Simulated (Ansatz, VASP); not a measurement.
# One calculation of ScAl3, two programs

The input INCAR:

```
ALGO = Fast ; EDIFF = 1E-6
ENCUT = 520 ; GGA = PS
ISIF = 2 ; ISMEAR = 0
LASPH = T ; LCHARG = F
LREAL = F ; LWAVE = F
NBANDS = 18 ; NELM = 60
PREC = Accurate ; SIGMA = 0.15
```

KPOINTS

```
k-points
0
Gamma
  14 14 14
```

Contents of POSCAR:

```
ScAl3
1.0
    4.1053305968      0.0000000000      0.0000000000
    0.0000000000      4.1053305968      0.0000000000
    0.0000000000      0.0000000000      4.1053305968
Sc Al
1 3
Direct
    0.0000000000      0.0000000000      0.0000000000
    0.5000000000      0.0000000000      0.5000000000
    0.0000000000      0.5000000000      0.5000000000
    0.5000000000      0.5000000000      0.0000000000
```

Input for Ansatz:

```yaml
crystal:
  lattice:
    - [4.1053305968, 0.0, 0.0]
    - [0.0, 4.1053305968, 0.0]
    - [0.0, 0.0, 4.1053305968]
  atoms:
    - { symbol: Sc, position: [0.0, 0.0, 0.0] }
    - { symbol: Al, position: [0.5, 0.0, 0.5] }
    - { symbol: Al, position: [0.0, 0.5, 0.5] }
    - { symbol: Al, position: [0.5, 0.5, 0.0] }
basis:
  precision: f64
kpoints:
  mp_grid: { grid: [14, 14, 14] }
hamiltonian:
  xc: pbesol
scf:
  occupations: { method: gaussian, width: 0.15 }
  eigensolver: { kind: davidson }
output:
  forces: true
  eigenvalues: true
  stress: true
```

Alike in both runs: task single point; functional PBEsol; k mesh 14 × 14 × 14; occupations gaussian, width 0.15 eV; no spin polarisation.

|  | VASP | Ansatz |
| --- | --- | --- |
| version | VASP 6.6.1 | Ansatz 0.2.0 |
| potentials or method | VASP PAW PBE potentials, release 64 (Sc_sv, Al) | scalar-relativistic, plane waves, PAW |
| plane-wave cutoff (eV) | 520 | 420 |
| valence electrons in the cell | 20 | 20 |

|  | VASP | Ansatz | Ansatz less VASP |
| --- | --- | --- | --- |
| gap on the k mesh at the Fermi level (eV) | none | none | - |
| pressure (GPa) | -2.0 | -2.1 | -0.17 |

VASP's potentials were made for PBE, not for PBEsol. A gap of «none» marks a metal or a gap that the smearing closes.
